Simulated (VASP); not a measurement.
A run of VASP 6.6.1:

Contents of INCAR:

```
PREC = Accurate
ENCUT = 520
EDIFF = 1E-6
ISMEAR = 0
SIGMA = 0.05
LREAL = F
LASPH = T
NELM = 100
ALGO = Normal
ISIF = 2
LWAVE = F
LCHARG = F
GGA = PE
NBANDS = 36
```

Contents of KPOINTS:

```
regular mesh
0
Gamma
  12 12 2
```

The input POSCAR:

```
SiC
1.0
    3.0949375958      0.0000000000      0.0000000000
   -1.5474687979      2.6802945811      0.0000000000
    0.0000000000      0.0000000000     15.1863169775
Si C
6 6
Direct
    0.0000000000      0.0000000000      0.1250405817
    0.0000000000      0.0000000000      0.6250393361
    0.3333333333      0.6666666667      0.2918410209
    0.6666666667      0.3333333333      0.7917935669
    0.3333333333      0.6666666667      0.9583303597
    0.6666666667      0.3333333333      0.4582887901
    0.0000000000      0.0000000000      0.9987138814
    0.0000000000      0.0000000000      0.5006630044
    0.3333333333      0.6666666667      0.1677389114
    0.6666666667      0.3333333333      0.6659201616
    0.3333333333      0.6666666667      0.8342543950
    0.6666666667      0.3333333333      0.3323759906
```

Potentials or basis: VASP PAW PBE potentials, release 64 (Si, C).

Launch:

```bash
$ cat potpaw_PBE.64/Si/POTCAR potpaw_PBE.64/C/POTCAR > POTCAR
$ mpirun -np 1 vasp_std > vasp.out
```

Hardware: 1 thread of Intel(R) Xeon(R) Platinum 8259CL CPU @ 2.50GHz (Skylake/Cascade Lake), with other jobs on the host.

Task: Estimate the wall time of this run.

Result: Run time: 2.3 min on 1 thread of Intel(R) Xeon(R) Platinum 8259CL CPU @ 2.50GHz (Skylake/Cascade Lake), with other jobs on the host, peak memory 0.31 GiB. Counts: scf iterations 14, k points 38.
